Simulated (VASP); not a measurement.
Set up this calculation in VASP 6.6.1, as the native input.

```
Task                   : single point
Functional             : PBE
Potentials or basis    : VASP PAW PBE potentials, release 64 (Si, O)
Cutoff                 : 520 eV
k mesh                 : 10 × 10 × 10
Occupations            : gaussian, width 0.01 eV
Spin                   : no spin polarisation
Dipole correction      : no
Further INCAR settings : ALGO = Normal; EDIFF = 1e-07; NBANDS = 25
```

The structure of SiO2 lies in POSCAR:

```
SiO2
1.0
   -1.7448856755      1.7448856755      4.2030844887
    1.7448856755     -1.7448856755      4.2030844887
    1.7448856755      1.7448856755     -4.2030844887
Si O
2 4
Direct
    0.7500000000      0.2500000000      0.5000000000
    0.0000000000      0.0000000000      0.0000000000
    0.5409502156      0.0409502156      0.5000000000
    0.7909502156      0.7909502156      0.0000000000
    0.2090497844      0.2090497844      0.0000000000
    0.9590497844      0.4590497844      0.5000000000
```

The input as run:

INCAR

```
PREC     = Accurate       # precision mode
ENCUT    = 520            # plane-wave cutoff, eV
EDIFF    = 1E-7           # SCF threshold, eV
ISMEAR   = 0              # smearing method
SIGMA    = 0.01           # smearing width, eV
LREAL    = F              # projectors in reciprocal space
LASPH    = T              # aspherical terms in the spheres
NELM     = 100            # most SCF steps
ALGO     = Normal         # electronic algorithm
ISIF     = 2              # what is computed and relaxed
LWAVE    = F              # write WAVECAR
LCHARG   = F              # write CHGCAR
GGA      = PE             # functional
NBANDS   = 25             # bands
```

KPOINTS

```
regular mesh
0
Gamma
  10 10 10
```

Potentials or basis: VASP PAW PBE potentials, release 64 (Si, O).

Run with:

```sh
$ cat potpaw_PBE.64/Si/POTCAR potpaw_PBE.64/O/POTCAR > POTCAR
$ mpirun -np 1 vasp_std > vasp.out
```

It gave:

```
Pressure               : 9.0 GPa
Largest force          : 0.119 eV/Å
Band gap on the k mesh : 6.30 eV (least direct gap 7.03 eV)
```

Caveat: the cell stands under pressure.

Run time: 4 min on 1 thread of Intel Xeon 8259CL, with other jobs on the host, peak memory 0.26 GiB.
